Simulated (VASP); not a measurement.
A run of VASP 6.6.1:

Contents of INCAR:

```
SYSTEM = O
ALGO = Normal
EDIFF = 1E-6
ENCUT = 520
GGA = PE
ISIF = 2
ISMEAR = -1
LASPH = .TRUE.
LCHARG = .FALSE.
LREAL = .FALSE.
LWAVE = .FALSE.
NBANDS = 9
NELM = 80
PREC = Accurate
SIGMA = 0.08
```

The input KPOINTS:

```
k-points
0
G
  19 19 19
  0 0 0
```

Contents of POSCAR:

```
O
1.0
    0.0000000000      1.5940380642      1.5940380642
    1.5940380642      0.0000000000      1.5940380642
    1.5940380642      1.5940380642      0.0000000000
O
1
Direct
    0.0000000000      0.0000000000      0.0000000000
```

Potentials or basis: VASP PAW PBE potentials, release 64 (O).

Launch:

```console
$ cat potpaw_PBE.64/O/POTCAR > POTCAR
$ mpirun -np 1 vasp_std > vasp.out
```

Hardware: 1 thread of Intel(R) Xeon(R) Platinum 8259CL CPU @ 2.50GHz (Skylake/Cascade Lake) (shared host).

**Question.** Estimate the wall time of this run.

**Answer.** Run time: 14 s on 1 thread of Intel(R) Xeon(R) Platinum 8259CL CPU @ 2.50GHz (Skylake/Cascade Lake) (shared host), peak memory 0.12 GiB. Counts: scf iterations 9, k points 220.
